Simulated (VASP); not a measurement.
# MgO (P-6m2) in VASP: notebook

The runs below take MgO through single point, with PBE.

All numbers are computed with VASP 6.6.1; they aren't measurements. Logs are shortened: lines on timing, memory, paths and dates and some standing lists are left out, and cuts for length are marked.

**1. The cell of the first run**

Symmetry: P-6m2, No. 187, hexagonal system. The conventional cell has a = 2.878 Å, b = 2.878 Å, c = 2.625 Å, α = 90.00°, β = 90.00°, γ = 120.00°. Mg (site symmetry -6m2) has 6 O at 2.12 Å and 2 Mg at 2.62 Å within 2.8 Å. O (site symmetry -6m2) has 6 Mg at 2.12 Å and 2 O at 2.62 Å within 2.8 Å.

**2. Single point, PBE (volume scaled by 0.94)**

INCAR reads:

```
  ALGO = Normal
  EDIFF = 1E-6
  ENCUT = 520
  GGA = PE
  ISIF = 2
  ISMEAR = -1
  LASPH = True
  LCHARG = False
  LREAL = False
  LWAVE = False
  NBANDS = 11
  NELM = 80
  PREC = Accurate
  SIGMA = 0.05
```

KPOINTS reads:

```
k-points
0
Gamma
  10 10 10
```

POSCAR reads:

```
MgO
1.0
    2.8780444641      0.0000000000      0.0000000000
   -1.4390222320      2.4924596191      0.0000000000
    0.0000000000      0.0000000000      2.6249773038
Mg O
1 1
Direct
    0.0000000000      0.0000000000      0.0000000000
    0.3333333333      0.6666666667      0.5000000000
```

Potentials or basis: VASP PAW PBE potentials, release 64 (Mg, O).

Started as:

```
$ cat potpaw_PBE.64/Mg/POTCAR potpaw_PBE.64/O/POTCAR > POTCAR
$ mpirun -np 1 vasp_std > vasp.out
```

OUTCAR:

```text
EDIFF = 1E-6
   ENCUT = 520
   GGA = PE
   ISIF = 2
   ISMEAR = -1
   LASPH = True
   LREAL = False
   NELM = 80
   PREC = Accurate

 ion  position               nearest neighbor table
   1  0.000  0.000  0.000-   2 2.12   2 2.12   2 2.12   2 2.12   2 2.12   2 2.12
   2  0.333  0.667  0.500-   1 2.12   1 2.12   1 2.12   1 2.12   1 2.12   1 2.12

  LATTYP: Found a hexagonal cell.
 ALAT       =     2.8780444641
 C/A-ratio  =     0.9120697531

  Lattice vectors:

 A1 = (   2.8780444641,   0.0000000000,   0.0000000000)
 A2 = (  -1.4390222320,   2.4924596191,   0.0000000000)
 A3 = (   0.0000000000,   0.0000000000,   2.6249773038)

Analysis of symmetry for initial positions (statically):
=====================================================================
 Subroutine PRICEL returns:
 Original cell was already a primitive cell.

 Routine SETGRP: Setting up the symmetry group for a
 hexagonal supercell.

 Subroutine GETGRP returns: Found 12 space group operations
 (whereof 12 operations were pure point group operations)
 out of a pool of 24 trial point group operations.

The static configuration has the point symmetry D_3h.

Analysis of symmetry for dynamics (positions and initial velocities):
=====================================================================
 Subroutine PRICEL returns:
 Original cell was already a primitive cell.

 Routine SETGRP: Setting up the symmetry group for a
 hexagonal supercell.

 Subroutine GETGRP returns: Found 12 space group operations
 (whereof 12 operations were pure point group operations)
 out of a pool of 24 trial point group operations.

The dynamic configuration has the point symmetry D_3h.

 Subroutine INISYM returns: Found 12 space group operations
 (whereof 12 operations are pure point group operations),
 and found     1 'primitive' translations

----------------------------------------------------------------------------------------

                                     Primitive cell

  volume of cell :      18.8300

  direct lattice vectors                    reciprocal lattice vectors
     2.878044464  0.000000000  0.000000000     0.347458148  0.200605055  0.000000000
    -1.439022232  2.492459619  0.000000000     0.000000000  0.401210111  0.000000000
     0.000000000  0.000000000  2.624977304     0.000000000  0.000000000  0.380955675

  length of vectors
     2.878044464  2.878044464  2.624977304     0.401210111  0.401210111  0.380955675

  position of ions in fractional coordinates (direct lattice)
     0.000000000  0.000000000  0.000000000
     0.333333333  0.666666667  0.500000000

  ion indices of the primitive-cell ions
   primitive index   ion index
                 1           1
                 2           2

----------------------------------------------------------------------------------------

 KPOINTS: k-points

Automatic generation of k-mesh.
 Grid dimensions read from file:
 generate k-points for:   10   10   10

 Generating k-lattice:

  Cartesian coordinates                     Fractional coordinates (reciprocal lattice)
     0.034745815  0.020060506  0.000000000     0.100000000  0.000000000  0.000000000
     0.000000000  0.040121011  0.000000000     0.000000000  0.100000000  0.000000000
     0.000000000  0.000000000  0.038095567     0.000000000  0.000000000  0.100000000

  Length of vectors
     0.040121011  0.040121011  0.038095567

  Shift w.r.t. Gamma in fractional coordinates (k-lattice)
     0.000000000  0.000000000  0.000000000

 Subroutine IBZKPT returns following result:
 ===========================================

 Found     84 irreducible k-points:

 Following reciprocal coordinates:
            Coordinates               Weight
  0.000000  0.000000  0.000000      1.000000
  0.100000  0.000000  0.000000      6.000000
  0.200000  0.000000  0.000000      6.000000
  0.300000 -0.000000  0.000000      6.000000
  0.400000  0.000000  0.000000      6.000000
  0.500000  0.000000  0.000000      3.000000
[... 16 lines left out ...]
  0.300000  0.100000  0.100000     24.000000
  0.400000  0.100000  0.100000     24.000000
 [... further k-points ...]
   k-points           NKPTS =     84   k-points in BZ     NKDIM =     84   number of bands    NBANDS=     11
   number of dos      NEDOS =    301   number of ions     NIONS =      2
   total plane-waves  NPLWV =  11520
   dimension x,y,z NGX =    24 NGY =   24 NGZ =   20
   dimension x,y,z NGXF=    48 NGYF=   48 NGZF=   40
   ions per type =               1   1
   NGX,Y,Z   is equivalent  to a cutoff of  13.86, 13.86, 12.67 a.u.
   NGXF,Y,Z  is equivalent  to a cutoff of  27.73, 27.73, 25.33 a.u.
 SYSTEM =  unknown system
   PREC   = accura    normal or accurate (medium, high low for compatibility)
   ISTART =      0    job   : 0-new  1-cont  2-samecut
   ICHARG =      2    charge: 1-file 2-atom 10-const
   ISPIN  =      1    spin polarized calculation?
   LNONCOLLINEAR =      F non collinear calculations
   LSORBIT =      F    spin-orbit coupling
   LASPH  =      T    aspherical Exc in radial PAW
   ENCUT  =  520.0 eV  38.22 Ry    6.18 a.u.   5.35  5.35  4.88*2*pi/ulx,y,z
   NELM   =     80;   NELMIN=  2; NELMDL= -5     # of ELM steps
   EDIFF  = 0.1E-05   stopping-criterion for ELM
   LREAL  =      F    real-space projection
   EDIFFG = 0.1E-04   stopping-criterion for IOM
   NSW    =      0    number of steps for IOM
   IBRION =     -1    ionic relax: 0-MD 1-quasi-New 2-CG
   NFREE  =      0    steps in history (QN), initial steepest desc. (CG)
   ISIF   =      2    stress and relaxation
   ISYM   =      2    0-nonsym 1-usesym 2-fastsym
   POTIM  = 0.5000    time-step for ionic-motion
   TEBEG  =    0.0;   TEEND  =   0.0 temperature during run
   PSTRESS=    0.0 pullay stress
   NELECT =       8.0000    total number of electrons
   NUPDOWN=      -1.0000    fix difference up-down
   EMIN   =  10.00;   EMAX   =-10.00  energy-range for DOS
   EFERMI =   0.00;   METHOD = LEGACY
   ISMEAR =    -1;   SIGMA  =   0.05  broadening in eV -4-tet -1-fermi 0-gaus
   EFERMI_NEDOS =   21; number of points for ismear=-14 and -15
   IALGO  =     38    algorithm
   IMIX   =      4    mixing-type and parameters
     AMIX     =   0.40;   BMIX     =  1.00
     AMIX_MAG =   1.60;   BMIX_MAG =  1.00
  volume/ion in A,a.u.               =       9.42        63.54
  Fermi-wavevector in a.u.,A,eV,Ry     =   1.230706  2.325698 20.607902  1.514638
  Thomas-Fermi vector in A             =   2.365544
   LORBIT       =      0    0 simple, 1 ext, 2 COOP (PROOUT), +10 PAW based schemes
   GGA     = PE    functional components
   LHFCALC =     F    Hartree Fock is set to
   AEXX    =    0.0000 exact exchange contribution
   IVDW    =     0    specifies the selected vdW correction
   LEPSILON=     F    determine dielectric tensor
   LRPA    =     F    only Hartree local field effects (RPA)
 non-spin polarized calculation
  energy-cutoff  :      520.00
  volume of cell :       18.83
 maximum number of plane-waves:       532
 NGX is ok and might be reduce to    24
   NGX = 11   NGY = 11   NGZ =  9

 number of electron       7.9999996 magnetization

 Free energy of the ion-electron system (eV)
  ---------------------------------------------------
  ext. energy  EPLUGINS =         0.00000000
  ---------------------------------------------------
  free energy    TOTEN  =       -11.19952704 eV

  energy without entropy =      -11.19952704  energy(sigma->0) =      -11.19952704

 E-fermi :   4.9277     XC(G=0): -11.0198

 val. band max:        3.7796003879   @ k =   0.3000   0.3000   0.0000
 cond. band min:       7.2644670398   @ k =   0.0000   0.0000   0.0000
 fundamental gap:      3.4848666519
 Fermi energy:         4.9277106675

 k-point     1 :       0.0000    0.0000    0.0000
  band No.  band energies     occupation
      1     -13.9810      2.00000
      2       3.1369      2.00000
      3       3.1369      2.00000
      4       3.3723      2.00000
      5       7.2645      0.00000
      6      15.8628      0.00000
      7      19.8769      0.00000
      8      19.8769      0.00000
      9      24.3223      0.00000
     10      25.6596      0.00000
     11      27.2361      0.00000

 k-point     2 :       0.1000    0.0000    0.0000
  band No.  band energies     occupation
      1     -13.8836      2.00000
      2       2.4627      2.00000
      3       3.0581      2.00000
      4       3.4051      2.00000
      5       7.8865      0.00000
      6      15.9185      0.00000
      7      18.8526      0.00000
      8      20.1654      0.00000
      9      25.4579      0.00000
     10      25.5839      0.00000
     11      27.3950      0.00000

 k-point     3 :       0.2000    0.0000    0.0000
  band No.  band energies     occupation
      1     -13.6174      2.00000
      2       1.1451      2.00000
      3       2.8598      2.00000
      4       3.4927      2.00000
      5       9.0520      0.00000
      6      15.5937      0.00000
      7      18.0118      0.00000
      8      20.8981      0.00000
      9      24.8953      0.00000
     10      25.6346      0.00000
     11      27.9641      0.00000

 k-point     4 :       0.3000   -0.0000    0.0000
  band No.  band energies     occupation
      1     -13.2600      2.00000
      2      -0.1352      2.00000
      3       2.6287      2.00000
      4       3.6050      2.00000
      5      10.0635      0.00000
      6      14.9155      0.00000
      7      17.9740      0.00000
      8      21.7243      0.00000
      9      24.1574      0.00000
     10      25.4502      0.00000
     11      29.1982      0.00000

 k-point     5 :       0.4000    0.0000    0.0000
  band No.  band energies     occupation
      1     -12.9431      2.00000
      2      -1.0518      2.00000
      3       2.4519      2.00000
      4       3.6993      2.00000
      5      10.5782      0.00000
      6      14.8308      0.00000
      7      17.6483      0.00000
      8      22.2919      0.00000
      9      23.5448      0.00000
     10      26.0259      0.00000
     11      29.9143      0.00000
[... 211 lines left out ...]
 k-point    21 :       0.1000    0.1000    0.1000
  band No.  band energies     occupation
      1     -13.6097      2.00000
      2       1.5820      2.00000
      3       2.8672      2.00000
      4       2.9143      2.00000
      5       9.1822      0.00000
      6      15.8735      0.00000
      7      18.3568      0.00000
      8      20.6437      0.00000
      9      23.8924      0.00000
     10      26.0916      0.00000
     11      27.5750      0.00000

 k-point    22 :       0.2000    0.1000    0.1000
  band No.  band energies     occupation
      1     -13.3031      2.00000
      2       0.4770      2.00000
      3       2.5724      2.00000
      4       3.0102      2.00000
      5      10.1773      0.00000
      6      15.2661      0.00000
      7      18.3124      0.00000
      8      20.8994      0.00000
      9      23.2554      0.00000
     10      26.0953      0.00000
     11      28.1739      0.00000

 k-point    23 :       0.3000    0.1000    0.1000
  band No.  band energies     occupation
      1     -12.9696      2.00000
      2      -0.4977      2.00000
      3       2.2477      2.00000
      4       3.1675      2.00000
      5      10.9096      0.00000
      6      14.8538      0.00000
      7      18.2151      0.00000
      8      21.1799      0.00000
      9      22.8319      0.00000
     10      26.5453      0.00000
     11      28.4549      0.00000

 k-point    24 :       0.4000    0.1000    0.1000
  band No.  band energies     occupation
      1     -12.7471      2.00000
      2      -1.0670      2.00000
      3       2.0560      2.00000
      4       3.2691      2.00000
      5      11.1950      0.00000
      6      14.9171      0.00000
      7      17.7667      0.00000
      8      21.7408      0.00000
      9      22.3988      0.00000
     10      27.1395      0.00000
     11      28.4988      0.00000

 [... further k-points ...]
[... 5 lines left out ...]
  --------------------------------------------------------------------------------------
  -------------------------------------------------------------------------------------
  Total        0.9726176      0.9726176      1.2441077      0.0000000      0.0000000      0.0000000
  in kB       82.7563835     82.7563835    105.8564592      0.0000000      0.0000000      0.0000000
  external PRESSURE =      90.4564087 kB  Pullay stress =       0.0000000 kB

 VOLUME and BASIS-vectors are now :
 -----------------------------------------------------------------------------
  energy-cutoff  :      520.00
  volume of cell :       18.83
      direct lattice vectors                 reciprocal lattice vectors
     2.878044464  0.000000000  0.000000000     0.347458148  0.200605055  0.000000000
    -1.439022232  2.492459619  0.000000000     0.000000000  0.401210111  0.000000000
     0.000000000  0.000000000  2.624977304     0.000000000  0.000000000  0.380955675

 POSITION                                       TOTAL-FORCE (eV/Angst)
 -----------------------------------------------------------------------------------
      0.00000      0.00000      0.00000         0.000000      0.000000      0.000000
     -0.00000      1.66164      1.31249        -0.000000     -0.000000      0.000000
 -----------------------------------------------------------------------------------
    total drift:                                0.000000     -0.000000     -0.000000

  FREE ENERGIE OF THE ION-ELECTRON SYSTEM (eV)
  ---------------------------------------------------
  free  energy   TOTEN  =       -11.1995270365 eV

  energy  without entropy=      -11.1995270365  energy(sigma->0) =      -11.19952704
```

It took 4.7 s on 1 thread of Intel Xeon 6975P-C (Granite Rapids), shared host; peak memory 0.14 GiB.

What came out:

| Property | Result |
| --- | --- |
| Free energy | -11.1995 eV |
| Pressure | 9.0 GPa |
| Band gap on the k mesh | 3.48 eV, indirect (least direct gap 3.89 eV) |

Levels at points of the mesh, in eV from the valence-band top:
```
           k point  band 1  band 2  band 3  band 4  band 5  band 6  band 7  band 8  band 9
(0.00, 0.00, 0.00)  -17.76   -0.64   -0.64   -0.41    3.48   12.08   16.10   16.10   20.54
(0.50, 0.00, 0.00)  -16.59   -5.17   -1.39   -0.04    6.90   11.26   13.53   18.70   19.53
(0.00, 0.00, 0.50)  -16.56   -5.64   -0.10   -0.10    8.84    9.53   18.02   18.02   18.97
(0.50, 0.00, 0.50)  -15.75   -3.94   -3.57   -0.89    6.02   11.85   14.84   15.57   15.84
```

Caveat: the cell differs from its parent crystal (volume scaled by 0.94). A k mesh can miss the band edges.

**3. Single point, PBE (volume scaled by 0.96)**

INCAR reads:

```
SYSTEM = MgO
PREC = Accurate
ENCUT = 520
EDIFF = 1E-6
ISMEAR = -1
SIGMA = 0.05
LREAL = .FALSE.
LASPH = .TRUE.
NELM = 60
ALGO = Normal
ISIF = 2
LWAVE = .FALSE.
LCHARG = .FALSE.
GGA = PE
NBANDS = 11
```

KPOINTS reads:

```
regular mesh
0
G
  10 10 10
  0 0 0
```

POSCAR reads:

```
MgO
1.0
    2.8983130506      0.0000000000      0.0000000000
   -1.4491565253      2.5100127300      0.0000000000
    0.0000000000      0.0000000000      2.6434636685
Mg O
1 1
Direct
    0.0000000000      0.0000000000      0.0000000000
    0.3333333333      0.6666666667      0.5000000000
```

Potentials or basis: VASP PAW PBE potentials, release 64 (Mg, O).

Started as:

```
$ cat potpaw_PBE.64/Mg/POTCAR potpaw_PBE.64/O/POTCAR > POTCAR
$ mpirun -np 1 vasp_std > vasp.out
```

Run time: 5.2 s. Hardware: 1 thread of Intel Xeon 6975P-C (Granite Rapids), shared host; peak memory 0.15 GiB.

It converged, with:

| Property | Result |
| --- | --- |
| Free energy | -11.2180 eV |
| Pressure | 5.5 GPa |
| Band gap on the k mesh | 3.32 eV, indirect (least direct gap 3.72 eV) |

Stress tensor (GPa, compression positive):
```
4.98 0.00 0.00
0.00 4.98 0.00
0.00 0.00 6.42
```

Levels at points of the mesh, in eV from the valence-band top:
```
           k point  band 1  band 2  band 3  band 4  band 5  band 6  band 7  band 8
(0.00, 0.00, 0.00)  -17.64   -0.63   -0.63   -0.40    3.32   12.01   15.92   15.92
(0.50, 0.00, 0.00)  -16.52   -5.06   -1.36   -0.04    6.80   11.01   13.38   18.39
(0.00, 0.00, 0.50)  -16.49   -5.54   -0.10   -0.10    8.65    9.35   17.86   17.86
(0.50, 0.00, 0.50)  -15.71   -3.86   -3.49   -0.87    5.96   11.70   14.54   15.32
```

Caveat: the cell differs from its parent crystal (volume scaled by 0.96).

**4. Single point, PBE**

This run uses another cell than the first one, of 10.02 Å³/atom, 1.064 times its volume.

INCAR reads:

```
SYSTEM = MgO
  PREC = Accurate
  ENCUT = 520
  EDIFF = 1E-7
  ISMEAR = -1
  SIGMA = 0.05
  LREAL = .False.
  LASPH = .True.
  NELM = 80
  ALGO = Normal
  ISIF = 2
  LWAVE = .False.
  LCHARG = .False.
  GGA = PE
  NBANDS = 11
```

KPOINTS reads:

```
Automatic mesh
0
Gamma
  10 10 10
  0 0 0
```

POSCAR reads:

```
MgO
1.0
    2.9380209034      0.0000000000      0.0000000000
   -1.4690104517      2.5444007392      0.0000000000
    0.0000000000      0.0000000000      2.6796800000
Mg O
1 1
Direct
    0.0000000000      0.0000000000      0.0000000000
    0.3333333333      0.6666666667      0.5000000000
```

Started as:

```
$ cat potpaw_PBE.64/Mg/POTCAR potpaw_PBE.64/O/POTCAR > POTCAR
$ mpirun -np 1 vasp_std > vasp.out
```

Wall time 5.7 s (1 thread of Intel Xeon 6975P-C (Granite Rapids), shared host); peak memory 0.15 GiB.

It converged, with:

```yaml
Free_energy: -11.2304 eV
Pressure: -0.7 GPa
Band_gap_on_the_k_mesh: 3.01 eV, indirect (least direct gap 3.40 eV)
```

Levels at points of the mesh, in eV from the valence-band top:
```tsv
k point	band 1	band 2	band 3	band 4	band 5	band 6	band 7	band 8	band 9
(0.00, 0.00, 0.00)	-17.43	-0.60	-0.60	-0.39	3.01	11.88	15.57	15.57	19.83
(0.50, 0.00, 0.00)	-16.39	-4.87	-1.31	-0.04	6.60	10.54	13.09	17.80	18.87
(0.00, 0.00, 0.50)	-16.36	-5.34	-0.09	-0.09	8.28	9.01	17.56	17.56	18.51
(0.50, 0.00, 0.50)	-15.64	-3.70	-3.34	-0.82	5.83	11.42	13.97	14.86	15.21
```

A k mesh can miss the band edges. PBE gaps usually lie below the measured ones, often by a third to a half.

**5. Summary**

```tsv
cell	gap on the mesh (eV)	pressure (GPa)
a = 2.878, b = 2.878, c = 2.625 Å, angles 90.0, 90.0, 120.0°, 2 atoms	3.48	9.0
a = 2.898, b = 2.898, c = 2.643 Å, angles 90.0, 90.0, 120.0°, 2 atoms	3.32	5.5
a = 2.938, b = 2.938, c = 2.680 Å, angles 90.0, 90.0, 120.0°, 2 atoms	3.01	-0.7
```

Alike in all rows: task single point; level PBE; potentials or basis VASP PAW PBE potentials, release 64 (Mg, O); no spin polarisation; k mesh 10 × 10 × 10; cutoff (eV) 520; smearing fermi-dirac 0.05 eV.

Total energies depend on the potentials used, so only differences within one code and one set of settings carry meaning.
